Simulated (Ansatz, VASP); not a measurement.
**SnSe: VASP beside Ansatz**

File INCAR:

```
ALGO     = Normal         # electronic algorithm
EDIFF    = 1E-6           # SCF threshold, eV
ENCUT    = 520            # plane-wave cutoff, eV
GGA      = CA             # functional
ISIF     = 2              # what is computed and relaxed
ISMEAR   = -1             # smearing method
LASPH    = True           # aspherical terms in the spheres
LCHARG   = False          # write CHGCAR
LREAL    = False          # projectors in reciprocal space
LWAVE    = False          # write WAVECAR
NBANDS   = 17             # bands
NELM     = 80             # most SCF steps
PREC     = Accurate       # precision mode
SIGMA    = 0.02           # smearing width, eV
```

KPOINTS

```
k-points
0
Gamma
  9 9 9
```

POSCAR

```
SnSe
1.0
    0.0000000000      2.9197000000      3.0100000000
    2.9197000000      0.0000000000      3.0100000000
    2.9197000000      2.9197000000      0.0000000000
Sn Se
1 1
Direct
    0.0000000000      0.0000000000      0.0000000000
    0.5000000000      0.5000000000      0.5000000000
```

Input for Ansatz:

```yaml
crystal:
  lattice:
    - [0.0, 2.9197, 3.01]
    - [2.9197, 0.0, 3.01]
    - [2.9197, 2.9197, 0.0]
  atoms:
    - { symbol: Sn, position: [0.0, 0.0, 0.0] }
    - { symbol: Se, position: [0.5, 0.5, 0.5] }
kpoints:
  mp_grid: { grid: [9, 9, 9] }
  band_path:
    path:
      - [0.0, 0.0, 0.0]
      - [0.0, 0.5, 0.5]
      - [0.25, 0.75, 0.5]
      - [0.0, 0.5, 0.0]
      - [0.0, 0.0, 0.0]
      - [0.5, 0.5, 0.0]
      - [0.3676125, 0.6323875, 0.0]
      - [-0.3676125, 0.3676125, 0.0]
      - [0.0, 0.0, 0.0]
    npoints: 5
scf:
  occupations: { method: fermi_dirac, width: 0.02 }
hamiltonian:
  xc: lda
  pseudopotentials: { kind: all_electron, lapw: { basis_error: 0.00025 } }
output:
  forces: true
  stress: true
  eigenvalues: true
```

Change from the starting cell: equal xx and yy strain of -3 %.

Alike in both runs: task single point; functional LDA; k mesh 9 × 9 × 9; occupations fermi-dirac, width 0.02 eV; no spin polarisation.

```csv
,VASP,Ansatz
version,VASP 6.6.1,Ansatz 0.2.0
potentials or method,"VASP PAW LDA potentials, release 64 (Sn_d, Se), cutoff 520 eV","all-electron LAPW, scalar-relativistic"
```

```csv
,VASP,Ansatz,Ansatz less VASP
pressure (GPa),0.2,0.1,-0.13
"traceless stress, the component that is largest in VASP (GPa)",-2.80,-2.77,+0.024
```

LDA's correlation is that of Perdew and Zunger in VASP and of Perdew and Wang (1992) in Ansatz. Ansatz ran all-electron here, and VASP with PAW potentials.
